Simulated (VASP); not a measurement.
Write the native input for VASP 6.6.1 that does the following.

| Quantity | Value |
| --- | --- |
| Task | single point |
| Functional | LDA |
| Potentials or basis | VASP PAW LDA potentials, release 64 (Cs_sv, Ba_sv) |
| Cutoff | 520 eV |
| k mesh | 7 × 7 × 7 |
| Occupations | fermi-dirac, width 0.1 eV |
| Spin | no spin polarisation |
| Dipole correction | no |
| Further INCAR settings | ALGO = Normal; EDIFF = 1e-07; NBANDS = 28 |

The structure of CsBa3 lies in POSCAR:

```
CsBa3
1.0
    6.9048346153      0.0000000000      0.0000000000
    3.4524173077      5.9797621858      0.0000000000
    3.4524173077      1.9932540619      5.6377738553
Cs Ba
1 3
Direct
    0.0000000000      0.0000000000      0.0000000000
    0.2500000000      0.2500000000      0.2500000000
    0.7500000000      0.7500000000      0.7500000000
    0.5000000000      0.5000000000      0.5000000000
```

The input as run:

INCAR

```
SYSTEM = CsBa3
PREC = Accurate
ENCUT = 520
EDIFF = 1E-7
ISMEAR = -1
SIGMA = 0.1
LREAL = .FALSE.
LASPH = .TRUE.
NELM = 80
ALGO = Normal
ISIF = 2
LWAVE = .FALSE.
LCHARG = .FALSE.
NBANDS = 28
```

KPOINTS

```
Automatic mesh
0
G
  7 7 7
  0 0 0
```

Potentials or basis: VASP PAW LDA potentials, release 64 (Cs_sv, Ba_sv).

Launch:

```bash
$ cat potpaw_LDA.64/Cs_sv/POTCAR potpaw_LDA.64/Ba_sv/POTCAR > POTCAR
$ mpirun -np 1 vasp_std > vasp.out
```

Results of the run:

```json
{"Pressure": "0.2 GPa", "Band gap on the k mesh": "zero (an odd number of electrons rules out a gap without spin polarisation)"}
```

Caveat: spin-orbit coupling is left out, which moves the levels of the heavy elements.

Run time: 3.7 min on 1 thread of Oxide Virtual Turin-like Processor, on a shared host, peak memory 0.32 GiB.
